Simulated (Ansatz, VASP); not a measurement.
MgO: VASP beside Ansatz

```
CELL_PARAMETERS angstrom
0.00000 2.08343 2.08343
2.08343 0.00000 2.08343
2.08343 2.08343 0.00000
ATOMIC_POSITIONS crystal
Mg 0.00000 0.00000 0.00000
O 0.50000 0.50000 0.50000
```

Alike in both runs: task single point; functional PBE; k mesh 8 × 8 × 8; no spin polarisation.

```csv
,VASP,Ansatz
version,VASP 6.6.1,Ansatz 0.2.0
potentials or method,"VASP PAW PBE potentials, release 64 (Mg, O)","plane waves, PAW"
plane-wave cutoff (eV),600,420
occupations,"gaussian, width 0.01 eV",fixed
valence electrons in the cell,8,16
```

Ansatz gave:

| Quantity | Value |
| --- | --- |
| gap on the k mesh at the Fermi level (eV) | 5.06 |
| pressure (GPa) | 10.5 |

Which values does VASP return?

gap on the k mesh at the Fermi level (eV): 5.05; pressure (GPa): 9.5.

VASP's potentials hold 8 valence electrons a cell and Ansatz's 16, so a difference there can come from the potentials and not from the codes.
